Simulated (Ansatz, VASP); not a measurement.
## One calculation of W, two programs

The input INCAR:

```
SYSTEM = W
ALGO = Fast
EDIFF = 1E-6
ENCUT = 520
GGA = PE
ISIF = 2
ISMEAR = 0
LASPH = .True.
LCHARG = .False.
LREAL = .False.
LWAVE = .False.
NBANDS = 13
NELM = 60
PREC = Accurate
SIGMA = 0.1
```

The input KPOINTS:

```
k-points
0
Gamma
  16 16 16
  0 0 0
```

POSCAR

```
W
1.0
   -1.6466246240      1.6181287920      1.6405548840
    1.6241985320     -1.6047753640      1.6047753640
    1.6690507160      1.6272014560     -1.6272014560
W
1
Direct
    0.0000000000      0.0000000000      0.0000000000
```

Input for Ansatz:

```yaml
crystal:
  lattice:
    - [-1.646624624, 1.618128792, 1.640554884]
    - [1.624198532, -1.604775364, 1.604775364]
    - [1.669050716, 1.627201456, -1.627201456]
  atoms:
    - { symbol: W, position: [0.0, 0.0, 0.0] }
basis:
  ecutwfc: 420
kpoints:
  mp_grid: { grid: [16, 16, 16] }
hamiltonian:
  xc: pbe
scf:
  occupations: { method: gaussian, width: 0.1 }
output:
  forces: true
  stress: true
  eigenvalues: true
  populations: true
```

Alike in both runs: task single point; functional PBE; k mesh 16 × 16 × 16; occupations gaussian, width 0.1 eV; no spin polarisation.

```csv
,VASP,Ansatz
version,VASP 6.6.1,Ansatz 0.2.0
potentials or method,"VASP PAW PBE potentials, release 64 (W_sv), cutoff 520 eV","scalar-relativistic, plane waves, PAW"
valence electrons in the cell,14,14
```

|  | VASP | Ansatz | Ansatz less VASP |
| --- | --- | --- | --- |
| gap on the k mesh at the Fermi level (eV) | none | none | - |
| pressure (GPa) | -18.4 | -18.7 | -0.31 |
| traceless stress, the component that is largest in VASP (GPa) | -2.39 | -2.39 | +0.004 |

A gap of «none» marks a metal or a gap that the smearing closes. The functional is the same, so the differences come from potentials, cutoffs and numerics.

Spin-orbit coupling is off throughout.
